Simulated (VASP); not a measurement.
Al, 1 atom in the cell. It takes space group Im-3m (No. 229, cubic). The conventional cell has a = 3.161 Å, b = 3.161 Å, c = 3.161 Å, α = 90.00°, β = 90.00°, γ = 90.00°. Within 3.6 Å of Al (site symmetry m-3m) lie 14 Al at 2.74 to 3.16 Å. 

| Property | Result |
| --- | --- |
| Program | VASP 6.6.1 |
| Task | single point |
| Functional | LDA |
| Potentials or basis | VASP PAW LDA potentials, release 64 (Al) |
| Cutoff | 520 eV |
| k mesh | 12 × 12 × 12 |
| Occupations | fermi-dirac, width 0.05 eV |
| Spin | no spin polarisation |
| Dipole correction | no |
| Further INCAR settings | ALGO = Normal; EDIFF = 1e-07; NBANDS = 8 |

Potentials or basis: VASP PAW LDA potentials, release 64 (Al).

The run is started by

```sh
$ cat potpaw_LDA.64/Al/POTCAR > POTCAR
$ mpirun -np 1 vasp_std > vasp.out
```

Hardware: 1 thread of Intel Xeon 6975P-C, on a shared host.

**Question.** Estimate the wall time of this run.

**Answer.** It took 3.9 s on 1 thread of Intel Xeon 6975P-C, with other jobs on the host, peak memory 0.12 GiB. Counts: scf iterations 9, k points 72.
